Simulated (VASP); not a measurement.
# Si9Cl2O16 in VASP: further runs

Si9Cl2O16 is run at these levels: PBEsol; tasks: single point.

Program: VASP 6.6.1. These are calculated values, not measurements. Logs are shortened: lines on timing, memory, paths and dates and some standing lists are left out, and cuts for length are marked.

### 1 The cell of the first run

The cell holds a slab with vacuum, 27 atoms: a = 5.846 Å, b = 5.308 Å, c = 15.710 Å, α = 90.00°, β = 90.00°, γ = 90.00°.

### 2 Single point, PBEsol

Input file INCAR:

```
SYSTEM = Si9Cl2O16
PREC = Accurate
ENCUT = 520
EDIFF = 1E-6
ISMEAR = -1
SIGMA = 0.05
LREAL = Auto
LASPH = .True.
NELM = 60
ALGO = Normal
ISIF = 2
LWAVE = .False.
LCHARG = .False.
GGA = PS
NBANDS = 92
```

Input file KPOINTS:

```
Automatic mesh
0
Gamma
  2 2 1
  0 0 0
```

Input file POSCAR:

```
Si9Cl2O16
1.0
    5.8463590000      0.0000000000      0.0000000000
    0.0000000000      5.3080000000      0.0000000000
    0.0000000000      0.0000000000     15.7098270000
Si O Cl
9 16 2
Direct
    0.0000000000      0.0000000000      0.0636544247
    0.4999999145      0.2500000000      0.0636544247
    0.4952691068     -0.0139018463      0.2550278880
    0.0007134355      0.2546735117      0.2560433033
    0.0000000000      0.5000000000      0.0636544247
    0.4999999145      0.7500000000      0.0636544247
    0.5163018556      0.4830116805      0.2926077416
   -0.0022458422      0.7327669555      0.2570553450
    0.7275112596      1.0751704974      0.4020061456
    0.0069285858     -0.0056787867      0.1815447745
    0.1943999676      0.2500000000      0.0636544247
    0.4941886052     -0.0032594197      0.1356300104
    0.8056000324      0.2500000000      0.0636544247
    0.5069194348     -0.0421770912      0.3625995372
    0.6923124290      0.2435077242      0.2462381667
   -0.0386594460      0.0069491334      0.3375306424
    0.3065547292      0.2435992841      0.2603136877
    0.0055408845      0.4953717031      0.1738836462
    0.1943999676      0.7500000000      0.0636544247
    0.4975688287      0.4994934062      0.1242062691
    0.8056000324      0.7500000000      0.0636544247
    0.5991830129      0.4159022231      0.3918264663
    0.6922982321      0.7297643180      0.2491336155
   -0.0016126276      0.4935651846      0.3245530966
    0.3042562046      0.7323526752      0.2592588703
    1.1793690740      0.8769240769      0.5200015888
    0.7110719680      0.9137385079      0.5246576554
```

Potentials or basis: VASP PAW PBE potentials, release 64 (Si, O, Cl).

Launch:

```console
$ cat potpaw_PBE.64/Si/POTCAR potpaw_PBE.64/O/POTCAR potpaw_PBE.64/Cl/POTCAR > POTCAR
$ mpirun -np 1 vasp_std > vasp.out
```

OUTCAR:

```text
SYSTEM = Si9Cl2O16
   PREC = Accurate
   ENCUT = 520
   EDIFF = 1E-6
   ISMEAR = -1
   LREAL = Auto
   LASPH = .True.
   NELM = 60
   ISIF = 2
   GGA = PS

 ion  position               nearest neighbor table
   1  0.000  0.000  0.064-  11 1.75  13 1.75  19 1.75  21 1.75  10 1.85   5 2.65   5 2.65
   2  0.500  0.250  0.064-  20 1.63  12 1.76  11 1.79  13 1.79   6 2.65   6 2.65
   3  0.495  0.986  0.255-  14 1.70  25 1.75  17 1.76  23 1.79  15 1.79  12 1.88   7 2.71   9 2.72
                             7 2.74
   4  0.001  0.255  0.256-  24 1.66  17 1.79  15 1.81  10 1.81  18 1.82  16 1.85   8 2.54   8 2.77
                             9 2.95   7 3.13
   5  0.000  0.500  0.064-  18 1.73  13 1.75  11 1.75  19 1.75  21 1.75   1 2.65   1 2.65
   6  0.500  0.750  0.064-  20 1.63  12 1.73  19 1.79  21 1.79   2 2.65   2 2.65
   7  0.516  0.483  0.293-  22 1.67  15 1.79  23 1.80  17 1.84  25 1.89   3 2.71   3 2.74   9 3.03
                             4 3.13
   8  0.998  0.733  0.257-  24 1.65  23 1.79  25 1.79  18 1.82  10 1.83  16 1.94   4 2.54   4 2.77

   9  0.728  0.075  0.402-  14 1.56  16 1.74  22 1.96  27 2.11   3 2.72   4 2.95   7 3.03
  10  0.007  0.994  0.182-   4 1.81   8 1.83   1 1.85
  11  0.194  0.250  0.064-   1 1.75   5 1.75   2 1.79
  12  0.494  0.997  0.136-   6 1.73   2 1.76   3 1.88
  13  0.806  0.250  0.064-   1 1.75   5 1.75   2 1.79
  14  0.507  0.958  0.363-   9 1.56   3 1.70
  15  0.692  0.244  0.246-   7 1.79   3 1.79   4 1.81
  16  0.961  0.007  0.338-   9 1.74   4 1.85   8 1.94
  17  0.307  0.244  0.260-   3 1.76   4 1.79   7 1.84
  18  0.006  0.495  0.174-   5 1.73   8 1.82   4 1.82
  19  0.194  0.750  0.064-   1 1.75   5 1.75   6 1.79
  20  0.498  0.499  0.124-   2 1.63   6 1.63
  21  0.806  0.750  0.064-   1 1.75   5 1.75   6 1.79
  22  0.599  0.416  0.392-   7 1.67   9 1.96
  23  0.692  0.730  0.249-   3 1.79   8 1.79   7 1.80
  24  0.998  0.494  0.325-   8 1.65   4 1.66
  25  0.304  0.732  0.259-   3 1.75   8 1.79   7 1.89
  26  0.179  0.877  0.520-
  27  0.711  0.914  0.525-   9 2.11

  LATTYP: Found a simple orthorhombic cell.
 ALAT       =     5.3080000000
 B/A-ratio  =     1.1014240769
 C/A-ratio  =     2.9596509043

  Lattice vectors:

 A1 = (   0.0000000000,  -5.3080000000,   0.0000000000)
 A2 = (   5.8463590000,   0.0000000000,   0.0000000000)
 A3 = (   0.0000000000,   0.0000000000,  15.7098270000)

Analysis of symmetry for initial positions (statically):
=====================================================================
 Subroutine PRICEL returns:
 Original cell was already a primitive cell.

 Routine SETGRP: Setting up the symmetry group for a
 simple orthorhombic supercell.

 Subroutine GETGRP returns: Found  1 space group operations
 (whereof  1 operations were pure point group operations)
 out of a pool of  8 trial point group operations.

The static configuration has the point symmetry C_1 .

Analysis of symmetry for dynamics (positions and initial velocities):
=====================================================================
 Subroutine PRICEL returns:
 Original cell was already a primitive cell.

 Routine SETGRP: Setting up the symmetry group for a
 simple orthorhombic supercell.

 Subroutine GETGRP returns: Found  1 space group operations
 (whereof  1 operations were pure point group operations)
 out of a pool of  8 trial point group operations.

The dynamic configuration has the point symmetry C_1 .

 Subroutine INISYM returns: Found  1 space group operations
 (whereof  1 operations are pure point group operations),
 and found     1 'primitive' translations

----------------------------------------------------------------------------------------

                                     Primitive cell

  volume of cell :     487.5148

  direct lattice vectors                    reciprocal lattice vectors
     5.846359000  0.000000000  0.000000000     0.171046629  0.000000000  0.000000000
     0.000000000  5.308000000  0.000000000     0.000000000  0.188394876  0.000000000
     0.000000000  0.000000000 15.709827000     0.000000000  0.000000000  0.063654425

  length of vectors
     5.846359000  5.308000000 15.709827000     0.171046629  0.188394876  0.063654425

  position of ions in fractional coordinates (direct lattice)
     0.000000000  0.000000000  0.063654425
     0.499999915  0.250000000  0.063654425
     0.495269107  0.986098154  0.255027888
     0.000713436  0.254673512  0.256043303
     0.000000000  0.500000000  0.063654425
     0.499999915  0.750000000  0.063654425
[... 19 lines left out ...]
     0.179369074  0.876924077  0.520001589
     0.711071968  0.913738508  0.524657655

  ion indices of the primitive-cell ions
   primitive index   ion index
                 1           1
                 2           2
                 3           3
                 4           4
                 5           5
                 6           6
[... 19 lines left out ...]
                26          26
                27          27

----------------------------------------------------------------------------------------

 KPOINTS: Automatic mesh

Automatic generation of k-mesh.
 Grid dimensions read from file:
 generate k-points for:    2    2    1

 Generating k-lattice:

  Cartesian coordinates                     Fractional coordinates (reciprocal lattice)
     0.085523315  0.000000000  0.000000000     0.500000000  0.000000000  0.000000000
     0.000000000  0.094197438  0.000000000     0.000000000  0.500000000  0.000000000
     0.000000000  0.000000000  0.063654425     0.000000000  0.000000000  1.000000000

  Length of vectors
     0.085523315  0.094197438  0.063654425

  Shift w.r.t. Gamma in fractional coordinates (k-lattice)
     0.000000000  0.000000000  0.000000000

 Subroutine IBZKPT returns following result:
 ===========================================

 Found      4 irreducible k-points:

 Following reciprocal coordinates:
            Coordinates               Weight
  0.000000  0.000000  0.000000      1.000000
  0.500000  0.000000  0.000000      1.000000
  0.000000  0.500000  0.000000      1.000000
  0.500000  0.500000  0.000000      1.000000
   k-points           NKPTS =      4   k-points in BZ     NKDIM =      4   number of bands    NBANDS=     92
   number of dos      NEDOS =    301   number of ions     NIONS =     27
   total plane-waves  NPLWV = 230400
   dimension x,y,z NGX =    48 NGY =   40 NGZ =  120
   dimension x,y,z NGXF=    96 NGYF=   80 NGZF=  240
   ions per type =               9  16   2
   NGX,Y,Z   is equivalent  to a cutoff of  13.65, 12.53, 12.70 a.u.
   NGXF,Y,Z  is equivalent  to a cutoff of  27.30, 25.06, 25.40 a.u.
 SYSTEM =  Si9Cl2O16
   PREC   = accura    normal or accurate (medium, high low for compatibility)
   ISTART =      0    job   : 0-new  1-cont  2-samecut
   ICHARG =      2    charge: 1-file 2-atom 10-const
   ISPIN  =      1    spin polarized calculation?
   LNONCOLLINEAR =      F non collinear calculations
   LSORBIT =      F    spin-orbit coupling
   LASPH  =      T    aspherical Exc in radial PAW
   ENCUT  =  520.0 eV  38.22 Ry    6.18 a.u.  10.87  9.87 29.21*2*pi/ulx,y,z
   NELM   =     60;   NELMIN=  2; NELMDL= -5     # of ELM steps
   EDIFF  = 0.1E-05   stopping-criterion for ELM
   LREAL  =      T    real-space projection
   EDIFFG = 0.1E-04   stopping-criterion for IOM
   NSW    =      0    number of steps for IOM
   IBRION =     -1    ionic relax: 0-MD 1-quasi-New 2-CG
   NFREE  =      0    steps in history (QN), initial steepest desc. (CG)
   ISIF   =      2    stress and relaxation
   ISYM   =      2    0-nonsym 1-usesym 2-fastsym
   POTIM  = 0.5000    time-step for ionic-motion
   TEBEG  =    0.0;   TEEND  =   0.0 temperature during run
   PSTRESS=    0.0 pullay stress
   NELECT =     146.0000    total number of electrons
   NUPDOWN=      -1.0000    fix difference up-down
   EMIN   =  10.00;   EMAX   =-10.00  energy-range for DOS
   EFERMI =   0.00;   METHOD = LEGACY
   ISMEAR =    -1;   SIGMA  =   0.05  broadening in eV -4-tet -1-fermi 0-gaus
   EFERMI_NEDOS =   21; number of points for ismear=-14 and -15
   IALGO  =     38    algorithm
   IMIX   =      4    mixing-type and parameters
     AMIX     =   0.40;   BMIX     =  1.00
     AMIX_MAG =   1.60;   BMIX_MAG =  1.00
  volume/ion in A,a.u.               =      18.06       121.85
  Fermi-wavevector in a.u.,A,eV,Ry     =   1.095292  2.069801 16.322422  1.199664
  Thomas-Fermi vector in A             =   2.231613
   LORBIT       =      0    0 simple, 1 ext, 2 COOP (PROOUT), +10 PAW based schemes
   GGA     = PS    functional components
   LHFCALC =     F    Hartree Fock is set to
   AEXX    =    0.0000 exact exchange contribution
   IVDW    =     0    specifies the selected vdW correction
   LEPSILON=     F    determine dielectric tensor
   LRPA    =     F    only Hartree local field effects (RPA)
 non-spin polarized calculation
  energy-cutoff  :      520.00
  volume of cell :      487.51
 maximum number of plane-waves:     13160
 NGX is ok and might be reduce to    48
   NGX = 21   NGY = 19   NGZ = 59

 number of electron     146.0000023 magnetization

 Free energy of the ion-electron system (eV)
  ---------------------------------------------------
  ext. energy  EPLUGINS =         0.00000000
  ---------------------------------------------------
  free energy    TOTEN  =      -193.88987057 eV

  energy without entropy =     -193.84218793  energy(sigma->0) =     -193.86602925

 E-fermi :   1.5939     XC(G=0):  -7.1303

 val. band max:        1.5927932792   @ k =   0.0000   0.0000   0.0000
 cond. band min:       1.6263289680   @ k =   0.5000   0.5000   0.0000
 fundamental gap:      0.0335356888
 Fermi energy:         1.5938875162

 k-point     1 :       0.0000    0.0000    0.0000
  band No.  band energies     occupation
      1     -22.9666      2.00000
      2     -21.3977      2.00000
      3     -21.1334      2.00000
      4     -20.7445      2.00000
      5     -20.0939      2.00000
      6     -19.8703      2.00000
[... 77 lines left out ...]
     84       7.1528      0.00000
     85       7.4654      0.00000

 k-point     2 :       0.5000    0.0000    0.0000
  band No.  band energies     occupation
      1     -22.7146      2.00000
      2     -21.6079      2.00000
      3     -21.3197      2.00000
      4     -20.6202      2.00000
      5     -20.3360      2.00000
      6     -20.0075      2.00000
[... 77 lines left out ...]
     84       7.4647      0.00000
     85       7.6838      0.00000

 k-point     3 :       0.0000    0.5000    0.0000
  band No.  band energies     occupation
      1     -22.3342      2.00000
      2     -22.2797      2.00000
      3     -20.5939      2.00000
      4     -20.3453      2.00000
      5     -20.3376      2.00000
      6     -20.2673      2.00000
[... 77 lines left out ...]
     84       7.9340      0.00000
     85       8.0774      0.00000

 k-point     4 :       0.5000    0.5000    0.0000
  band No.  band energies     occupation
      1     -22.1246      2.00000
      2     -22.0880      2.00000
      3     -20.9973      2.00000
      4     -20.9672      2.00000
      5     -20.1512      2.00000
      6     -19.8266      2.00000
[... 77 lines left out ...]
     84       7.8038      0.00000
     85       7.8756      0.00000
 [bands above 85 left out]

------------------------ aborting loop because EDIFF is reached ----------------------------------------

  FORCE on cell =-STRESS in cart. coord.  units (eV):
  Direction    XX          YY          ZZ          XY          YZ          ZX
  --------------------------------------------------------------------------------------
  -------------------------------------------------------------------------------------
  Total       13.6031489     -1.8587883     -1.8681144      6.2775153      7.9164468      2.2940605
  in kB       44.7056317     -6.1087552     -6.1394046     20.6305384     26.0167524      7.5392415
  external PRESSURE =      10.8191573 kB  Pullay stress =       0.0000000 kB

 VOLUME and BASIS-vectors are now :
 -----------------------------------------------------------------------------
  energy-cutoff  :      520.00
  volume of cell :      487.51
      direct lattice vectors                 reciprocal lattice vectors
     5.846359000  0.000000000  0.000000000     0.171046629  0.000000000  0.000000000
     0.000000000  5.308000000  0.000000000     0.000000000  0.188394876  0.000000000
     0.000000000  0.000000000 15.709827000     0.000000000  0.000000000  0.063654425

 POSITION                                       TOTAL-FORCE (eV/Angst)
 -----------------------------------------------------------------------------------
      0.00000      0.00000      1.00000         0.174842     -0.075626      5.034337
      2.92318      1.32700      1.00000        -0.098319     -1.994777     -0.496577
      2.89552      5.23421      4.00644        -0.129095     -0.191601     -0.179067
      0.00417      1.35181      4.02240         0.107528     -0.197586      0.049416
      0.00000      2.65400      1.00000         0.152715     -0.009428      5.030983
      2.92318      3.98100      1.00000        -0.126879      1.703885     -0.618468
[... 19 lines left out ...]
      1.04866      4.65471      8.16913         0.189728      0.259493      0.220908
      4.15718      4.85012      8.24228         0.349867      0.651483     -0.713687
 -----------------------------------------------------------------------------------
    total drift:                                0.013111     -0.004979     -0.002182

  FREE ENERGIE OF THE ION-ELECTRON SYSTEM (eV)
  ---------------------------------------------------
  free  energy   TOTEN  =      -193.8898705731 eV

  energy  without entropy=     -193.8421879336  energy(sigma->0) =     -193.86602925
```

It took 7.8 min on 1 thread of Intel Xeon Platinum 8488C (Sapphire Rapids), shared host; peak memory 0.53 GiB.

Results:

```
Free energy            : -193.8899 eV
Largest force          : 5.038 eV/Å
Band gap on the k mesh : 0.03 eV (least direct gap 0.13 eV)
```

Forces on the atoms (eV/Å):
```
Si   0.175 -0.076  5.034
Si  -0.098 -1.995 -0.497
Si  -0.129 -0.192 -0.179
Si   0.108 -0.198  0.049
Si   0.153 -0.009  5.031
Si  -0.127  1.704 -0.618
Si   0.031 -0.116 -0.081
Si  -0.067  0.197  0.161
Si  -0.327  2.690  0.561
O    0.025 -0.044  0.070
O   -1.644 -0.448 -2.464
O   -0.011 -0.011  0.240
O    1.527 -0.477 -2.186
O   -0.610 -0.913 -0.349
O   -0.080 -0.013 -0.058
O   -0.041  0.310 -0.106
O    0.098  0.050  0.017
O   -0.004 -0.023 -0.003
O   -1.676  0.244 -2.514
O   -0.003 -0.021  0.285
O    1.536  0.302 -2.191
O    0.625 -1.534  0.129
O   -0.096 -0.136  0.061
O    0.013 -0.047  0.080
O    0.084 -0.156  0.022
Cl   0.190  0.259  0.221
Cl   0.350  0.651 -0.714
```

Levels at points of the mesh, in eV from the valence-band top:
| k point | band 71 | band 72 | band 73 | band 74 | band 75 | band 76 |
| --- | --- | --- | --- | --- | --- | --- |
| (0.00, 0.00, 0.00) | -0.85 | -0.77 | 0.00 | 0.13 | 0.52 | 1.14 |
| (0.50, 0.00, 0.00) | -0.90 | -0.86 | -0.83 | 0.24 | 0.76 | 1.85 |
| (0.00, 0.50, 0.00) | -0.90 | -0.80 | -0.37 | 0.13 | 0.64 | 0.69 |
| (0.50, 0.50, 0.00) | -0.96 | -0.84 | -0.48 | 0.03 | 0.50 | 0.55 |

Caveat: the k points lie up to 0.59 Å⁻¹ apart; the PAW data sets were made with another functional, which shifts forces and pressure a little.

### 3 Single point, PBEsol

Input file INCAR:

```
SYSTEM = Si9Cl2O16
PREC = Accurate ; ENCUT = 520
EDIFF = 1E-6 ; ISMEAR = -1
SIGMA = 0.05 ; LREAL = Auto
LASPH = .TRUE. ; NELM = 80
ALGO = Normal ; ISIF = 2
LWAVE = .FALSE. ; LCHARG = .FALSE.
GGA = PS ; NBANDS = 92
```

Input file KPOINTS:

```
regular mesh
0
G
  2 2 1
  0 0 0
```

Input file POSCAR:

```
Si9Cl2O16
1.0
    5.8463590000      0.0000000000      0.0000000000
    0.0000000000      5.3080000000      0.0000000000
    0.0000000000      0.0000000000     15.7098270000
Si O Cl
9 16 2
Direct
    0.0000000000      0.0000000000      0.0636544247
    0.4999999145      0.2500000000      0.0636544247
    0.4953648929     -0.0147262622      0.2569997747
    0.0018981044      0.2577288998      0.2543237427
    0.0000000000      0.5000000000      0.0636544247
    0.4999999145      0.7500000000      0.0636544247
    0.5120763196      0.4855506782      0.2865871788
   -0.0065765718      0.7436405426      0.2598772093
    0.7145596088      1.1316326300      0.3990731407
    0.0077549121     -0.0041844386      0.1797846660
    0.1943999676      0.2500000000      0.0636544247
    0.4931910613     -0.0035472871      0.1351806739
    0.8056000324      0.2500000000      0.0636544247
    0.5178847211     -0.0432486812      0.3642023556
    0.6901072958      0.2458694424      0.2435997545
   -0.0398441149      0.0208971364      0.3329122593
    0.3077686471      0.2456556142      0.2594800057
    0.0062043744      0.4978035041      0.1735923636
    0.1943999676      0.7500000000      0.0636544247
    0.4968299073      0.4995595328      0.1245533767
    0.8056000324      0.7500000000      0.0636544247
    0.5957952633      0.4174427280      0.3862999255
    0.6908780320      0.7300676338      0.2477067380
   -0.0035615329      0.4959365109      0.3238749224
    0.3037179208      0.7331117182      0.2598941414
    1.1266273590      0.6379660889      0.5300812033
    0.7832216598      1.0244875659      0.5197248830
```

Potentials or basis: VASP PAW PBE potentials, release 64 (Si, O, Cl).

Launch:

```console
$ cat potpaw_PBE.64/Si/POTCAR potpaw_PBE.64/O/POTCAR potpaw_PBE.64/Cl/POTCAR > POTCAR
$ mpirun -np 1 vasp_std > vasp.out
```

It took 6.7 min on 1 thread of Intel Xeon Platinum 8488C (Sapphire Rapids), shared host; peak memory 0.53 GiB.

Results (log left out):

- Free energy: -194.6364 eV
- Largest force: 5.533 eV/Å
- Band gap on the k mesh: zero (bands 73 and 74 overlap by 0.04 eV)

Forces on the atoms (eV/Å):
```
Si   0.210 -0.113  5.460
Si  -0.114 -2.062 -0.327
Si  -0.007 -0.002 -0.079
Si   0.018  0.068  0.034
Si   0.184  0.045  5.529
Si  -0.153  1.757 -0.481
Si  -0.051  0.016 -0.016
Si  -0.007 -0.035  0.104
Si   0.745  0.617  0.690
O    0.008 -0.002 -0.023
O   -1.688 -0.362 -2.727
O   -0.007 -0.007  0.127
O    1.538 -0.398 -2.405
O   -0.622 -0.576 -0.400
O    0.018 -0.051 -0.045
O   -0.026 -0.015 -0.056
O   -0.014 -0.039 -0.023
O    0.007  0.009 -0.053
O   -1.703  0.185 -2.819
O   -0.009 -0.008  0.149
O    1.527  0.249 -2.428
O   -0.078  0.095 -0.122
O   -0.111  0.077  0.001
O   -0.007  0.012  0.050
O    0.093  0.058  0.033
Cl   0.056 -0.089  0.074
Cl   0.192  0.571 -0.248
```

Levels at points of the mesh, in eV from the Fermi level:
```
           k point  band 70  band 71  band 72  band 73  band 74  band 75  band 76  band 77
(0.00, 0.00, 0.00)    -0.98    -0.23    -0.18    -0.02     0.04     0.53     1.19     1.84
(0.50, 0.00, 0.00)    -0.78    -0.26    -0.18    -0.06     0.29     0.77     1.89     2.07
(0.00, 0.50, 0.00)    -0.84    -0.34    -0.19    -0.18    -0.05     0.66     0.71     4.29
(0.50, 0.50, 0.00)    -0.39    -0.18    -0.10    -0.01     0.05     0.52     0.57     4.20
```

Caveat: the k points lie up to 0.59 Å⁻¹ apart; the PAW data sets were made with another functional, which shifts forces and pressure a little.

(Continued in part 2 of 2.)
